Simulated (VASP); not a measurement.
# Pb in VASP: further runs

Pb is run at these levels: rev-vdW-DF2, r2SCAN+D3(BJ); tasks: single point.

Everything below comes from runs of VASP 6.6.1. Logs are shortened: lines on timing, memory, paths and dates and some standing lists are left out, and cuts for length are marked.

## (1) The cell of the first run

It takes space group I4/mmm (No. 139, tetragonal). The conventional cell has a = 3.500 Å, b = 3.500 Å, c = 4.901 Å, α = 90.00°, β = 90.00°, γ = 90.00°. Within 4.6 Å of Pb (site symmetry 4/mmm) lie 12 Pb at 3.48 to 3.50 Å.

## (2) Single point, rev-vdW-DF2 (cell strained by -1.0% along z)

INCAR

```
SYSTEM = Pb
GGA = MK
LUSE_VDW = .True.
AGGAC = 0.0
PARAM1 = 0.1234
PARAM2 = 0.711357
ZAB_VDW = -1.8867
ISMEAR = 2
SIGMA = 0.1
LWAVE = .False.
LCHARG = .False.
ISIF = 2
PREC = Accurate
LASPH = .True.
LREAL = .False.
ALGO = Normal
EDIFF = 1E-6
NELM = 120
GGA_COMPAT = .False.
ENCUT = 310
NBANDS = 16
```

KPOINTS

```
Automatic mesh
0
Gamma
  13 13 13
  0 0 0
```

POSCAR

```
Pb
1.0
    0.0000000000      2.4750200000      2.4502698000
    2.4750200000      0.0000000000      2.4502698000
    2.4750200000      2.4750200000      0.0000000000
Pb
1
Direct
    0.0000000000      0.0000000000      0.0000000000
```

Potentials or basis: VASP PAW PBE potentials, release 64 (Pb_d).

The run is started by

```bash
$ cat potpaw_PBE.64/Pb_d/POTCAR > POTCAR
$ mpirun -np 1 vasp_std > vasp.out
```

OUTCAR:

```text
SYSTEM = Pb
   GGA = MK
   ISMEAR = 2
   ISIF = 2
   PREC = Accurate
   LASPH = .True.
   LREAL = .False.
   EDIFF = 1E-6
   NELM = 120
   ENCUT = 310

 Found    196 irreducible k-points:

 Following reciprocal coordinates:
            Coordinates               Weight
  0.000000  0.000000  0.000000      1.000000
  0.076923  0.000000  0.000000      8.000000
  0.153846  0.000000  0.000000      8.000000
  0.230769  0.000000  0.000000      8.000000
  0.307692  0.000000  0.000000      8.000000
  0.384615  0.000000  0.000000      8.000000
   k-points           NKPTS =    196   k-points in BZ     NKDIM =    196   number of bands    NBANDS=     16
   number of dos      NEDOS =    301   number of ions     NIONS =      1
   total plane-waves  NPLWV =   8000
   dimension x,y,z NGX =    20 NGY =   20 NGZ =   20
   dimension x,y,z NGXF=    40 NGYF=   40 NGZF=   40
   ions per type =               1
   NGX,Y,Z   is equivalent  to a cutoff of   9.55,  9.55,  9.50 a.u.
   NGXF,Y,Z  is equivalent  to a cutoff of  19.09, 19.09, 19.00 a.u.
 SYSTEM =  Pb
   PREC   = accura    normal or accurate (medium, high low for compatibility)
   ISTART =      0    job   : 0-new  1-cont  2-samecut
   ICHARG =      2    charge: 1-file 2-atom 10-const
   ISPIN  =      1    spin polarized calculation?
   LNONCOLLINEAR =      F non collinear calculations
   LSORBIT =      F    spin-orbit coupling
   LASPH  =      T    aspherical Exc in radial PAW
   ENCUT  =  310.0 eV  22.78 Ry    4.77 a.u.   5.00  5.00  5.02*2*pi/ulx,y,z
   NELM   =    120;   NELMIN=  2; NELMDL= -5     # of ELM steps
   EDIFF  = 0.1E-05   stopping-criterion for ELM
   LREAL  =      F    real-space projection
   EDIFFG = 0.1E-04   stopping-criterion for IOM
   NSW    =      0    number of steps for IOM
   IBRION =     -1    ionic relax: 0-MD 1-quasi-New 2-CG
   NFREE  =      0    steps in history (QN), initial steepest desc. (CG)
   ISIF   =      2    stress and relaxation
   ISYM   =      2    0-nonsym 1-usesym 2-fastsym
   POTIM  = 0.5000    time-step for ionic-motion
   TEBEG  =    0.0;   TEEND  =   0.0 temperature during run

   SCALEE = 1.0000    scale energy and forces
   PSTRESS=    0.0 pullay stress
   NELECT =      14.0000    total number of electrons
   NUPDOWN=      -1.0000    fix difference up-down
   EMIN   =  10.00;   EMAX   =-10.00  energy-range for DOS
   EFERMI =   0.00;   METHOD = LEGACY
   ISMEAR =     2;   SIGMA  =   0.10  broadening in eV -4-tet -1-fermi 0-gaus
   EFERMI_NEDOS =   21; number of points for ismear=-14 and -15
   IALGO  =     38    algorithm
   IMIX   =      4    mixing-type and parameters
     AMIX     =   0.40;   BMIX     =  1.00
     AMIX_MAG =   1.60;   BMIX_MAG =  1.00
  volume/ion in A,a.u.               =      30.02       202.58
  Fermi-wavevector in a.u.,A,eV,Ry     =   1.269552  2.399105 21.929348  1.611762
  Thomas-Fermi vector in A             =   2.402587
   LORBIT       =      0    0 simple, 1 ext, 2 COOP (PROOUT), +10 PAW based schemes
   GGA     = MK    functional components
   LHFCALC =     F    Hartree Fock is set to
   AEXX    =    0.0000 exact exchange contribution
   IVDW_NL    =     1    kernel type
   BPARAM     = 6.3000
   IVDW    =     0    specifies the selected vdW correction
   LEPSILON=     F    determine dielectric tensor
   LRPA    =     F    only Hartree local field effects (RPA)

   CSHIFT  =0.1000    complex shift for real part using Kramers Kronig

   OMEGAMAX=  -1.0    maximum frequency
 non-spin polarized calculation
 Methfessel and Paxton  Order N= 2 SIGMA  =   0.10
  energy-cutoff  :      310.00
  volume of cell :       30.02
 maximum number of plane-waves:       383
   NGX =  9   NGY =  9   NGZ =  9

 number of electron      14.0000011 magnetization

 Free energy of the ion-electron system (eV)
  ---------------------------------------------------
  ext. energy  EPLUGINS =         0.00000000
  ---------------------------------------------------
  free energy    TOTEN  =        -0.74473323 eV

  energy without entropy =       -0.74480585  energy(sigma->0) =       -0.74475139

 E-fermi :   7.3541     XC(G=0): -10.2862

 val. band max:        7.3298483338   @ k =  -0.3846   0.3077   0.0769
 cond. band min:       7.3639045616   @ k =   0.3846   0.2308   0.0769
 fundamental gap:      0.0340562279
 Fermi energy:         7.3540771977

 k-point     1 :       0.0000    0.0000    0.0000
  band No.  band energies     occupation
      1      -9.7574      2.00000
      2      -9.7574      2.00000
      3      -9.7459      2.00000
      4      -9.6139      2.00000
      5      -9.6010      2.00000
      6      -4.5799      2.00000
      7      14.6639      0.00000
      8      14.6812      0.00000
      9      14.6812      0.00000
     10      17.1772      0.00000
     11      18.8759      0.00000
     12      19.8833      0.00000
     13      19.8833      0.00000
     14      19.8983      0.00000
     15      21.9399      0.00000
     16      21.9399      0.00000

 k-point     2 :       0.0769    0.0000    0.0000
  band No.  band energies     occupation
      1      -9.7559      2.00000
      2      -9.7487      2.00000
      3      -9.7397      2.00000
      4      -9.6154      2.00000
      5      -9.6025      2.00000
      6      -4.4652      2.00000
      7      13.3529      0.00000
      8      14.5327      0.00000
      9      14.5361      0.00000
     10      16.9251      0.00000
     11      19.4306      0.00000
     12      20.1377      0.00000
     13      20.1402      0.00000
     14      21.2432      0.00000
     15      21.4052      0.00000
     16      21.5163      0.00000

 k-point     3 :       0.1538    0.0000    0.0000
  band No.  band energies     occupation
      1      -9.7564      2.00000
      2      -9.7301      2.00000
      3      -9.7219      2.00000
      4      -9.6102      2.00000
      5      -9.6006      2.00000
      6      -4.1206      2.00000
      7      10.9945      0.00000
      8      14.1624      0.00000
      9      14.2010      0.00000
     10      16.6368      0.00000
     11      20.1117      0.00000
     12      20.5246      0.00000
     13      20.5276      0.00000
     14      20.7036      0.00000
     15      21.0019      0.00000
     16      21.1120      0.00000

 k-point     4 :       0.2308    0.0000    0.0000
  band No.  band energies     occupation
      1      -9.7613      2.00000
      2      -9.7213      2.00000
      3      -9.7118      2.00000
      4      -9.5844      2.00000
      5      -9.5796      2.00000
      6      -3.5491      2.00000
      7       8.6041      0.00000
      8      13.7077      0.00000
      9      13.7877      0.00000
     10      16.4417      0.00000
     11      19.1421      0.00000
     12      19.8133      0.00000
     13      20.0529      0.00000
     14      21.7096      0.00000
     15      21.9106      0.00000
     16      21.9334      0.00000

 k-point     5 :       0.3077    0.0000    0.0000
  band No.  band energies     occupation
      1      -9.7699      2.00000
      2      -9.7281      2.00000
      3      -9.7175      2.00000
      4      -9.5397      2.00000
      5      -9.5396      2.00000
      6      -2.7699      2.00000
      7       6.4013      2.00000
      8      13.2780      0.00000
      9      13.3958      0.00000
     10      16.3656      0.00000
     11      18.2374      0.00000
     12      19.1853      0.00000
     13      19.3921      0.00000
     14      23.0443      0.00000
     15      23.1316      0.00000
     16      23.3267      0.00000

 k-point     6 :       0.3846    0.0000    0.0000
  band No.  band energies     occupation
      1      -9.7791      2.00000
      2      -9.7395      2.00000
      3      -9.7288      2.00000
      4      -9.4998      2.00000
      5      -9.4964      2.00000
      6      -1.8546      2.00000
      7       4.5178      2.00000
      8      12.9489      0.00000
      9      13.0951      0.00000
     10      16.4162      0.00000
     11      17.5267      0.00000
     12      18.7614      0.00000
     13      18.9436      0.00000
     14      24.2664      0.00000
     15      24.3572      0.00000
     16      25.1099      0.00000

 [... further k-points ...]

------------------------ aborting loop because EDIFF is reached ----------------------------------------

  FORCE on cell =-STRESS in cart. coord.  units (eV):
  Direction    XX          YY          ZZ          XY          YZ          ZX
  --------------------------------------------------------------------------------------
  -------------------------------------------------------------------------------------
  Total        0.1720386      0.1720386      0.1514354      0.0000000      0.0000000     -0.0000000
  in kB        9.1819557      9.1819557      8.0823309      0.0000000      0.0000000     -0.0000000
  external PRESSURE =       8.8154141 kB  Pullay stress =       0.0000000 kB

 VOLUME and BASIS-vectors are now :
 -----------------------------------------------------------------------------
  energy-cutoff  :      310.00
  volume of cell :       30.02
      direct lattice vectors                 reciprocal lattice vectors
     0.000000000  2.475020000  2.450269800    -0.202018570  0.202018570  0.204059161
     2.475020000  0.000000000  2.450269800     0.202018570 -0.202018570  0.204059161
     2.475020000  2.475020000  0.000000000     0.202018570  0.202018570 -0.204059161

 POSITION                                       TOTAL-FORCE (eV/Angst)
 -----------------------------------------------------------------------------------
      0.00000      0.00000      0.00000        -0.000000     -0.000000      0.000000
 -----------------------------------------------------------------------------------
    total drift:                                0.000000      0.000000      0.000000

  FREE ENERGIE OF THE ION-ELECTRON SYSTEM (eV)
  ---------------------------------------------------
  free  energy   TOTEN  =        -0.7447332348 eV

  energy  without entropy=       -0.7448058475  energy(sigma->0) =       -0.74475139

Total vdW correction in eV:      2.2300450
```

Run time: 21 s. Hardware: 1 thread of Intel Xeon Platinum 8488C (Sapphire Rapids), shared host; peak memory 0.25 GiB.

What came out:

| Item | Value |
| --- | --- |
| Free energy | -0.7447 eV |
| Pressure | 0.9 GPa |
| Band gap on the k mesh | zero (bands 7 and 8 overlap by 9.08 eV) |

Levels at points of the mesh, in eV from the Fermi level:
| k point | band 5 | band 6 | band 7 | band 8 | band 9 | band 10 |
| --- | --- | --- | --- | --- | --- | --- |
| (0.00, 0.00, 0.00) | -16.96 | -11.93 | 7.31 | 7.33 | 7.33 | 9.82 |

Caveat: the cell differs from its parent crystal (cell strained by -1.0% along z); the PAW data sets were made with another functional, which shifts forces and pressure a little; spin-orbit coupling is left out, which moves the levels of the heavy elements.

## (3) Single point, rev-vdW-DF2 (cell strained by -1.0% along z)

INCAR, as its differences from that of step 2:

```diff
@@ -8,3 +8,3 @@
 ISMEAR = 2
-SIGMA = 0.1
+SIGMA = 0.05
 LWAVE = .False.
@@ -16,6 +16,6 @@
 ALGO = Normal
-EDIFF = 1E-6
+EDIFF = 1E-8
 NELM = 120
 GGA_COMPAT = .False.
-ENCUT = 310
-NBANDS = 16
+ENCUT = 620
+NBANDS = 25
```

KPOINTS

```
Automatic mesh
0
Gamma
  22 22 22
  0 0 0
```

POSCAR is that of step 2.

Potentials or basis: VASP PAW PBE potentials, release 64 (Pb_d).

The run is started by

```bash
$ cat potpaw_PBE.64/Pb_d/POTCAR > POTCAR
$ mpirun -np 1 vasp_std > vasp.out
```

It took 6 min on 1 thread of Intel Xeon Platinum 8488C (Sapphire Rapids), shared host; peak memory 0.8 GiB.

The run converged. Its results:

```
Free energy : -0.7447 eV
Pressure    : 1.6 GPa
```

Stress tensor (GPa, compression positive):
```
1.58 0.00 0.00
0.00 1.58 0.00
0.00 0.00 1.77
```

Levels at points of the mesh, in eV from the Fermi level:
| k point | band 3 | band 4 | band 5 | band 6 | band 7 | band 8 | band 9 | band 10 | band 11 | band 12 |
| --- | --- | --- | --- | --- | --- | --- | --- | --- | --- | --- |
| (0.00, 0.00, 0.00) | -17.07 | -16.94 | -16.93 | -11.89 | 7.35 | 7.37 | 7.37 | 9.86 | 11.56 | 12.56 |
| (0.50, 0.00, 0.00) | -17.06 | -16.80 | -16.79 | -8.24 | -4.27 | 5.43 | 5.60 | 9.34 | 9.60 | 11.21 |
| (0.50, 0.50, 0.00) | -16.81 | -16.76 | -16.76 | -6.75 | -3.29 | 1.90 | 1.90 | 5.41 | 6.68 | 18.19 |

Caveat: the cell differs from its parent crystal (cell strained by -1.0% along z); the PAW data sets were made with another functional, which shifts forces and pressure a little; spin-orbit coupling is left out, which moves the levels of the heavy elements.

## (4) Single point, r2SCAN+D3(BJ), collinear spin

This run uses another cell than the first one, of 30.32 Å³/atom.

POSCAR

```
Pb
1.0
    0.0000000000      2.4750200000      2.4750200000
    2.4750200000      0.0000000000      2.4750200000
    2.4750200000      2.4750200000      0.0000000000
Pb
1
Direct
    0.0000000000      0.0000000000      0.0000000000
```

INCAR.step1

```
SYSTEM = Pb
ALGO = Normal
EDIFF = 1E-4
ENCUT = 520
GGA = PE
ISMEAR = 1
ISPIN = 2
LASPH = .True.
LCHARG = .False.
LREAL = .False.
LWAVE = .True.
MAGMOM = 1
NBANDS = 17
NELM = 150
NUPDOWN = 1.0
PREC = Accurate
SIGMA = 0.025
```

INCAR.step2

```
SYSTEM = Pb
ALGO = Normal
EDIFF = 1E-7
ENCUT = 520
ISIF = 2
ISMEAR = 1
ISPIN = 2
ISTART = 1
IVDW = 12
LASPH = .True.
LCHARG = .True.
LELF = .True.
LMIXTAU = .True.
LORBIT = 11
LREAL = .False.
LVHAR = .True.
LWAVE = .False.
MAGMOM = 1
METAGGA = R2SCAN
NBANDS = 17
NELM = 150
NUPDOWN = 1.0
PREC = Accurate
SIGMA = 0.025
VDW_A1 = 0.49484001
VDW_A2 = 5.73083694
VDW_S6 = 1.0
VDW_S8 = 0.78981345
```

KPOINTS

```
k-points
0
Gamma
  9 9 9
  0 0 0
```

The run is started by

```bash
$ cat potpaw_PBE.64/Pb_d/POTCAR > POTCAR
$ cp INCAR.step1 INCAR
$ mpirun -np 1 vasp_std > vasp.out
$ cp INCAR.step2 INCAR
$ mpirun -np 1 vasp_std > vasp.out
```

It took 4.8 min on 1 thread of Intel Xeon 8259CL, shared host; peak memory 0.21 GiB.

The run converged. Its results:

```
Free energy                                           : -55.7160 eV
Pressure                                              : 3.9 GPa
Net moment                                            : 1.00 μB per cell
Site moments                                          : Pb +0.44 μB
Valence electrons inside the program's atomic spheres : Pb 11.96
Dispersion energy per atom                            : -0.195 eV
```

Caveat: three body term missing; the cell stands under pressure; the PAW data sets were made with another functional, which shifts forces and pressure a little; spin-orbit coupling is left out, which moves the levels of the heavy elements; the total moment is fixed, so each spin has its own Fermi level and the state may be an excited one.

(Continued in part 2 of 2.)

The gap in the log of VASP goes by the Fermi energy; the results here count the filled bands.